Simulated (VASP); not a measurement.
**Si: single point with PBEsol**

Si:

```xyz
2
Lattice="0.0000 2.6731 2.6731 2.6731 0.0000 2.6731 2.6731 2.6731 0.0000" Properties=species:S:1:pos:R:3 pbc="T T T"
Si    2.6731    2.6731    2.6731
Si    4.0096    4.0096    4.0096
```

| Item | Value |
| --- | --- |
| Program | VASP 6.6.1 |
| Task | single point |
| Functional | PBEsol |
| Potentials or basis | VASP PAW PBE potentials, release 64 (Si) |
| Cutoff | 520 eV |
| k mesh | 8 × 8 × 8 |
| Occupations | fermi-dirac, width 0.05 eV |
| Spin | no spin polarisation |

```yaml
Pressure: 5.2 GPa
Band_gap_on_the_k_mesh: 0.42 eV, indirect (least direct gap 2.53 eV)
```

Levels at points of the mesh, in eV from the valence-band top:
```csv
k point,band 1,band 2,band 3,band 4,band 5,band 6,band 7,band 8,band 9
"(0.00, 0.00, 0.00)",-12.32,0.00,0.00,0.00,2.53,2.53,2.53,3.87,7.71
"(0.50, 0.00, 0.00)",-9.85,-7.25,-1.25,-1.25,1.63,3.25,3.25,7.57,10.63
"(0.50, 0.50, 0.00)",-7.99,-7.99,-3.00,-3.00,0.49,0.49,10.47,10.47,11.08
```

Run time: 8.2 s on 1 thread of Intel(R) Xeon(R) Platinum 8259CL CPU @ 2.50GHz (Skylake/Cascade Lake), on a shared host, peak memory 0.15 GiB.

Caveat: the PAW data sets were made with another functional, which shifts forces and pressure a little. A k mesh can miss the band edges.
